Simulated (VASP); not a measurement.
Input of a VASP 6.6.1 run:

The input INCAR:

```
SYSTEM = Ge
PREC = Accurate
ENCUT = 500
EDIFF = 1E-6
ISMEAR = 0
SIGMA = 0.1
LREAL = .FALSE.
LASPH = .TRUE.
NELM = 200
ALGO = Normal
ISIF = 2
LWAVE = .FALSE.
LCHARG = .FALSE.
LNONCOLLINEAR = .TRUE.
MAGMOM = 0 0 0
LORBIT = 11
LSORBIT = .TRUE.
GGA_COMPAT = .FALSE.
LORBMOM = .TRUE.
GGA = PE
NBANDS = 25
```

KPOINTS

```
Automatic mesh
0
G
  10 10 10
  0 0 0
```

File POSCAR:

```
Ge
1.0
    0.0000000000      2.0983605250      2.0983605250
    2.0983605250      0.0000000000      2.0983605250
    2.0983605250      2.0983605250      0.0000000000
Ge
1
Direct
    0.0000000000      0.0000000000      0.0000000000
```

Potentials or basis: VASP PAW PBE potentials, release 64 (Ge_d).

Run with:

```sh
$ cat potpaw_PBE.64/Ge_d/POTCAR > POTCAR
$ mpirun -np 1 vasp_ncl > vasp.out
```

(1) What does it give for the pressure?

(2) What does it give for the net moment?

Results:

(1) 3.7 GPa.

(2) 0.00 μB per cell.

Caveat: the cell stands under pressure.
